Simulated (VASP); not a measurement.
Runs of VASP 6.6.1 on Mn. The structure is that of space group Fm-3m (No. 225), or close to it. The cells are those of the table. 

```csv
cell,gap on the mesh (eV),pressure (GPa)
"a = 2.494 Å, angles 60.0°, 1 atom",none,0.2
"a = 2.590 Å, angles 60.0°, 1 atom",none,(b)
"a = 2.426 Å, angles 60.0°, 1 atom",none,26.5
"a = 2.461 Å, angles 60.0°, 1 atom",none,11.9
"a = 2.527 Å, angles 60.0°, 1 atom",none,-9.3
"a = 2.390 Å, angles 60.0°, 1 atom",none,(a)
"a = 2.559 Å, angles 60.0°, 1 atom",none,-16.8
```

Alike in all rows: task single point; level RPBE; potentials or basis VASP PAW PBE potentials, release 64 (Mn_pv); no spin polarisation; k mesh 17 × 17 × 17; cutoff (eV) 520; smearing fermi-dirac 0.1 eV.

Estimate the missing entries.

(a) 44.8; (b) -22.8.

Caveats: the PAW data sets were made with another functional, which shifts forces and pressure a little; the run has no spin polarisation, though such a crystal can be magnetic.

A gap of «none» marks levels without a gap at the run's occupations.
